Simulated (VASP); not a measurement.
Here is a VASP 6.6.1 calculation.

INCAR

```
SYSTEM = In
ALGO = Normal
EDIFF = 1E-6
EDIFFG = -0.005
ENCUT = 600
GGA = PE
IBRION = 2
ISIF = 3
ISMEAR = -1
LASPH = .TRUE.
LCHARG = .FALSE.
LREAL = .FALSE.
LWAVE = .FALSE.
NELM = 60
NSW = 60
PREC = Accurate
PSTRESS = 1400.0
SIGMA = 0.08
```

Contents of KPOINTS:

```
k-points
0
G
  16 16 9
  0 0 0
```

Contents of POSCAR:

```
In
1.0
    2.7178591101      0.0000000000      0.0000000000
   -1.3589295550      2.3537350332      0.0000000000
    0.0000000000      0.0000000000      4.4029317583
In
2
Direct
    0.3333333333      0.6666666667      0.2500000000
    0.6666666667      0.3333333333      0.7500000000
```

Potentials or basis: VASP PAW PBE potentials, release 64 (In_d).

Command:

```sh
$ cat potpaw_PBE.64/In_d/POTCAR > POTCAR
$ mpirun -np 1 vasp_std > vasp.out
```

Problem. Predict the space group after relaxing (to 0.1 Å).

Solution. P6_3/mmc (No. 194).

Problem. Estimate the relaxed volume.

Solution. 13.92 Å³/atom.

Problem. What does it give for the band gap on the k mesh?

Solution. Zero (bands 13 and 14 overlap by 7.83 eV).

Step by step:
| step | energy change (eV) | largest force (eV/Å) | pressure (GPa) | volume (Å³) |
| --- | --- | --- | --- | --- |
| 1 | 0.0000 | 0.0000 | 133.68 | 28.17 |
| 2 | 2.1709 | 0.0000 | 184.58 | 25.95 |
| 3 | 0.3490 | 0.0000 | 141.97 | 27.75 |
| 4 | 0.2080 | 0.0000 | 138.56 | 27.91 |
| 5 | 0.2632 | 0.0000 | 139.89 | 27.84 |
| 6 | 0.2647 | 0.0000 | 139.96 | 27.84 |
| 7 | 0.2758 | 0.0000 | 140.20 | 27.83 |
| 8 | 0.2680 | 0.0000 | 140.02 | 27.84 |
| 9 | 0.2660 | 0.0000 | 139.94 | 27.84 |
| 10 | 0.2665 | 0.0000 | 139.96 | 27.84 |
| 11 | 0.2674 | 0.0000 | 140.01 | 27.84 |

Caveat: the cell is relaxed towards a set pressure, so the run minimises the enthalpy, not the energy; spin-orbit coupling is left out, which moves the levels of the heavy elements.
